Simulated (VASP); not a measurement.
# Li8Nb8HO23 (a cell with a defect) (H_O) in VASP: notebook, part 3 of 3

VASP 6.6.1. The steps go on from the part before.

## Step 5: Single point, PBE

INCAR reads:

```
SYSTEM = Li8Nb8HO23
ALGO = Normal
EDIFF = 1E-6
ENCUT = 520
GGA = PE
ISIF = 2
ISMEAR = 0
LASPH = .True.
LCHARG = .False.
LREAL = Auto
LWAVE = .False.
NBANDS = 160
NELECT = 266.0
NELM = 80
PREC = Accurate
SIGMA = 0.01
```

KPOINTS reads:

```
Automatic mesh
0
Gamma
  1 1 1
  0.25 0.25 0.25
```

POSCAR reads:

```
Li8Nb8HO23
1.0
    2.5949501352      1.4981951591      4.6722232478
   -5.1899002704      2.9963903182      9.3444464955
    0.0000000000     -5.9927806363      9.3444464955
Li Nb O H
8 8 23 1
Direct
    0.7319325120      0.3447583079      0.3561784364
    0.2070705429      0.1228279635      0.1085701040
    0.7122297895      0.3601076625      0.8639757409
    0.2247338244      0.1072853141      0.6069624168
    0.7326718782      0.8613739868      0.3657178361
    0.2246402202      0.6060332766      0.1122331708
    0.7258600265      0.8553660496      0.8544890029
    0.2049144035      0.6126596067      0.6150037798
    0.9849192130      0.5014619751      0.5016913890
    0.4971523217      0.2485566729      0.2511676014
    0.9992726367      0.4974529715      1.0014917047
    0.4999942796      0.2513475515      0.7464055147
    1.0031248199      0.9956090280      0.5008741330
    0.5089474478      0.7737922040      0.2359221084
    1.0152534397      1.0043819786      0.9915131320
    0.4996643311      0.7477453482      0.7512989248
    0.2837240817      0.3268665023      0.4409317919
    0.6444712070      0.4408251825      0.1401390132
    0.8908076641      0.1366426865      0.3227814221
    0.3894894519      0.0687001518      0.3921931892
    0.7802794456      0.1920244728      0.0727270576
    0.1413082453      0.3861397691      0.1956722149
    0.2796455440      0.3213178798      0.9417480982
    0.6335326177      0.4452862113      0.6392807625
    0.8906561494      0.1399073254      0.8191785334
    0.3866477195      0.0699187099      0.8896892481
    0.7791385324      0.1920879455      0.5717830838
    0.1488945348      0.3914177152      0.6872815684
    0.2757260281      0.8145469802      0.4468931533
    0.6336230460      0.9504095221      0.1383264020
    0.8890021756      0.6396704305      0.3198658548
    0.7683086690      0.6896480592      0.0795633146
    0.1397621345      0.8850869950      0.1969956175
    0.2720677872      0.8215020483      0.9449453853
    0.6437292652      0.9421733587      0.6408064371
    0.8846231313      0.6401822550      0.8239475579
    0.3870272588      0.5701185713      0.8910355899
    0.7871379064      0.6902354347      0.5716117141
    0.1451405756      0.8864469102      0.6942560115
    0.3783552221      0.5808249853      0.3875919830
```

Command:

```console
cat potpaw_PBE.64/Li_sv/POTCAR potpaw_PBE.64/Nb_sv/POTCAR potpaw_PBE.64/O/POTCAR potpaw_PBE.64/H/POTCAR > POTCAR
mpirun -np 1 vasp_std > vasp.out
```

It took 5.4 min on 1 thread of AMD EPYC 7R43 (Zen 3), shared host; peak memory 0.59 GiB.

The run converged. Its results:

- Free energy: -320.4667 eV
- Largest force: 0.045 eV/Å

Forces in eV/Å, atoms in the order of the input:
```
Li  -0.005  0.004 -0.001
Li   0.005  0.000 -0.004
Li   0.002  0.003 -0.005
Li   0.002  0.002 -0.002
Li  -0.004 -0.001 -0.008
Li   0.001  0.003 -0.010
Li   0.004 -0.003  0.001
Li  -0.004 -0.001  0.000
Nb   0.011  0.011  0.035
Nb   0.008  0.014  0.038
Nb  -0.005  0.001  0.030
Nb  -0.015 -0.002  0.043
Nb   0.006 -0.005  0.032
Nb   0.017 -0.020  0.026
Nb  -0.008 -0.010  0.033
Nb   0.006  0.010  0.030
O   -0.001  0.003 -0.013
O    0.011 -0.012 -0.017
O   -0.008 -0.005 -0.007
O   -0.012 -0.005 -0.006
O    0.000 -0.013 -0.007
O   -0.002  0.010 -0.014
O   -0.007  0.009 -0.011
O    0.008 -0.022 -0.021
O   -0.009 -0.006 -0.013
O   -0.013 -0.008 -0.013
O    0.007 -0.002 -0.019
O    0.010  0.003 -0.008
O   -0.007  0.008  0.002
O    0.014  0.015  0.004
O   -0.013  0.000 -0.017
O    0.016  0.001 -0.019
O   -0.014  0.019 -0.017
O   -0.001  0.010 -0.017
O    0.009 -0.005 -0.012
O   -0.007 -0.003 -0.016
O   -0.009 -0.001 -0.003
O    0.002 -0.018  0.003
O    0.009  0.007 -0.004
H   -0.006  0.007  0.007
```

Levels at points of the mesh, in eV from the Fermi level:
```csv
k point,band 131,band 132,band 133,band 134,band 135,band 136
"(0.25, 0.25, 0.25)",-0.37,-0.31,-0.12,3.22,3.31,3.48
```

Caveat: the k points lie up to 1.47 Å⁻¹ apart; the cell carries a net charge on a neutralising background, which shifts energy and pressure; the cell is charged against a uniform background, so pressure and absolute levels hang on convention.
